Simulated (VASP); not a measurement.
LiH:

```
Li H
1.0
     2.78155    0.00000    0.00000
    -1.39077    2.40889    0.00000
     0.00000    0.00000    4.87296
Li H
2 2
Direct
  0.00000 0.00000 0.00000
  0.00000 0.00000 0.50000
  0.33333 0.66667 0.25000
  0.66667 0.33333 0.75000
```

Base run:

* Program: VASP 6.6.1
* Functional: r2SCAN
* Potentials or basis: VASP PAW PBE potentials, release 64 (Li_sv, H)
* Cutoff: 520 eV
* k mesh: 12 × 12 × 6
* Occupations: gaussian, width 0.01 eV
* Spin: no spin polarisation

Its results: band gap on the k mesh 5.01 eV, indirect (least direct gap 5.61 eV).

The run is repeated on the same cell with these changes: k mesh from 12 × 12 × 6 to 9 × 9 × 4; further incar settings from ALGO = Normal; EDIFF = 1e-07; NBANDS = 12 to ALGO = Normal; EDIFF = 1e-06; NBANDS = 12. What comes out?

Band gap on the k mesh 5.14 eV, indirect (least direct gap 5.67 eV).

A k mesh can miss the band edges.
